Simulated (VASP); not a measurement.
A run of VASP 6.6.1 is set up as follows.

INCAR

```
SYSTEM = I
ALGO = Normal
EDIFF = 1E-6
ENCUT = 520
GGA = PS
ISIF = 2
ISMEAR = -1
LASPH = .TRUE.
LCHARG = .FALSE.
LREAL = .FALSE.
LWAVE = .FALSE.
NBANDS = 10
NELM = 60
PREC = Accurate
SIGMA = 0.05
```

File KPOINTS:

```
k-points
0
G
  7 7 7
  0 0 0
```

The input POSCAR:

```
I
1.0
    3.3728940903      0.0000000000      0.0000000000
    0.0000000000      3.3728940903      0.0000000000
    0.0000000000      0.0000000000      3.3728940903
I
1
Direct
    0.0000000000      0.0000000000      0.0000000000
```

Potentials or basis: VASP PAW PBE potentials, release 64 (I).

Command:

```bash
$ cat potpaw_PBE.64/I/POTCAR > POTCAR
$ mpirun -np 1 vasp_std > vasp.out
```

Q: What does it give for the pressure?

A: 0.0 GPa.

Caveat: the PAW data sets were made with another functional, which shifts forces and pressure a little; an odd number of electrons without spin polarisation forces a metal; a magnetic or distorted state may lie lower.
